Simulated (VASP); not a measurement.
Wanted: the native input for a VASP 6.6.1 run.

| Item | Value |
| --- | --- |
| Task | relaxation of the atoms |
| Functional | PBE |
| Potentials or basis | VASP PAW PBE potentials, release 64 (In_d, P) |
| Cutoff | 520 eV |
| k mesh | 6 × 6 × 6 |
| Occupations | fermi-dirac, width 0.02 eV |
| Spin | no spin polarisation |
| Dipole correction | no |
| Further INCAR settings | ALGO = Normal; EDIFF = 1e-06; IBRION = 2; EDIFFG = -0.02; NSW = 80 |

The structure of InP lies in POSCAR:

```
InP
1.0
    0.0000000000      2.8550000000      2.8550000000
    2.8550000000      0.0000000000      2.8550000000
    2.8550000000      2.8550000000      0.0000000000
In P
1 1
Direct
    0.0000000000      0.0000000000      0.0000000000
    0.5000000000      0.5000000000      0.5000000000
```

One way to write it, as run:

INCAR

```
SYSTEM = InP
PREC = Accurate ; ENCUT = 520
EDIFF = 1E-6 ; ISMEAR = -1
SIGMA = 0.02 ; LREAL = .False.
LASPH = .True. ; NELM = 100
ALGO = Normal ; ISIF = 2
LWAVE = .False. ; LCHARG = .False.
GGA = PE ; IBRION = 2
NSW = 80 ; EDIFFG = -0.02
```

KPOINTS

```
Automatic mesh
0
Gamma
  6 6 6
  0 0 0
```

Potentials or basis: VASP PAW PBE potentials, release 64 (In_d, P).

Launch:

```console
$ cat potpaw_PBE.64/In_d/POTCAR potpaw_PBE.64/P/POTCAR > POTCAR
$ mpirun -np 1 vasp_std > vasp.out
```

It gave:

```
Pressure after relaxing : -5.1 GPa
Band gap on the k mesh  : zero (band 9 reaches 6.22 eV, above the bottom of band 10 at 3.91 eV)
```

Caveat: the relaxation stopped at its first step, so nothing moved; spin-orbit coupling is left out, which moves the levels of the heavy elements.

Run time: 7.2 s on 1 thread of Intel Xeon 6975P-C, with other jobs on the host, peak memory 0.17 GiB.
